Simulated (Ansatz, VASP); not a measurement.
# Two plane-wave programs on SnO

```
Sn O
1.0
     3.79860    0.00000    0.00000
     0.00000    3.79860    0.00000
     0.00000    0.00000    4.84080
Sn O
2 2
Direct
  0.50000 0.00000 0.24204
  0.00000 0.50000 0.75796
  0.00000 0.00000 0.00000
  0.50000 0.50000 0.00000
```

Alike in both runs: functional PBE; k mesh 5 × 5 × 4; occupations fermi-dirac, width 0.02 eV; no spin polarisation.

Ansatz relaxed the structure, and its values are those at the end. VASP's run is a single point on that final structure, the one shown.

|  | VASP | Ansatz |
| --- | --- | --- |
| version | VASP 6.6.1 | Ansatz 0.2.0 |
| potentials or method | VASP PAW PBE potentials, release 64 (Sn_d, O_h) | plane-wave PAW, scalar-relativistic |
| plane-wave cutoff (eV) | 1340 | 420 |
| valence electrons in the cell | 40 | 40 |

```tsv
	VASP	Ansatz	Ansatz less VASP
pressure (GPa)	3.5	3.3	-0.15
rms of the force components (eV/Å)	0.033	0.003	-0.0303
```

Ansatz's warnings: stress scf threshold loose.
